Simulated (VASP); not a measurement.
A run of VASP 6.6.1:

File INCAR:

```
SYSTEM = AlNi
  PREC = Accurate
  ENCUT = 600
  EDIFF = 1E-6
  ISMEAR = 0
  SIGMA = 0.15
  LREAL = .False.
  LASPH = .True.
  NELM = 60
  ALGO = Fast
  ISIF = 3
  LWAVE = .False.
  LCHARG = .False.
  GGA = PE
  IBRION = 2
  NSW = 100
  EDIFFG = -0.01
```

File KPOINTS:

```
regular mesh
0
Gamma
  12 12 6
  0 0 0
```

Contents of POSCAR:

```
AlNi
1.0
    2.8930835342      0.0000000000      0.0000000000
    0.0000000000      2.8930835342      0.0000000000
    0.0000000000      0.0000000000      5.7861670685
Al Ni
2 2
Direct
   -0.0014068568     -0.0115715065      0.4971656966
    0.0042205705      0.0347145194      0.0085029102
    0.4985931432      0.4884284935      0.2471656966
    0.4985931432      0.4884284935      0.7471656966
```

Potentials or basis: VASP PAW PBE potentials, release 64 (Al, Ni).

The run is started by

```bash
$ cat potpaw_PBE.64/Al/POTCAR potpaw_PBE.64/Ni/POTCAR > POTCAR
$ mpirun -np 1 vasp_std > vasp.out
```

Hardware: 1 thread of AMD EPYC 9R45 96-Core Processor (Zen 5), with other jobs on the host.

Task: How long does it take, and how much memory?

Result: It took 23 min on 1 thread of AMD EPYC 9R45 96-Core Processor (Zen 5), with other jobs on the host, peak memory 0.49 GiB. Counts: scf iterations 107, k points 436, ion steps 13.
